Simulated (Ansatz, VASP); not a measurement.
Os: VASP beside Ansatz

```
CELL_PARAMETERS angstrom
2.70902 0.00000 0.00000
-1.35451 2.34608 0.00000
0.00000 0.00000 4.26784
ATOMIC_POSITIONS crystal
Os 0.33333 0.66667 0.25000
Os 0.66667 0.33333 0.75000
```

Change from the starting cell: volume scaled by 0.96, PAW files.

Alike in both runs: task electric field gradients; functional r2SCAN; k mesh 15 × 15 × 9; occupations fermi-dirac, width 0.05 eV; no spin polarisation.

|  | VASP | Ansatz |
| --- | --- | --- |
| version | VASP 6.6.1 | Ansatz 0.2.0 |
| potentials or method | VASP PAW PBE potentials, release 64 (Os) | PAW with Ansatz's default frozen-core files, scalar-relativistic |
| plane-wave cutoff (eV) | 580 | 500 |
| valence electrons in the cell | 16 | 32 |

|  | VASP | Ansatz | Ansatz less VASP |
| --- | --- | --- | --- |
| pressure (GPa) | 16.7 | 15.2 | -1.57 |
| traceless stress, the component that is largest in VASP (GPa) | 2.08 | 2.06 | -0.022 |
| size of Vzz on the site where it differs most (V/Å²) | 87.8 | 66.0 | -21.82 |

VASP's potentials were made for PBE, not for r2SCAN. VASP's potentials hold 16 valence electrons a cell and Ansatz's 32, so a difference there can come from the potentials and not from the codes.

Neither program's run includes spin-orbit coupling.
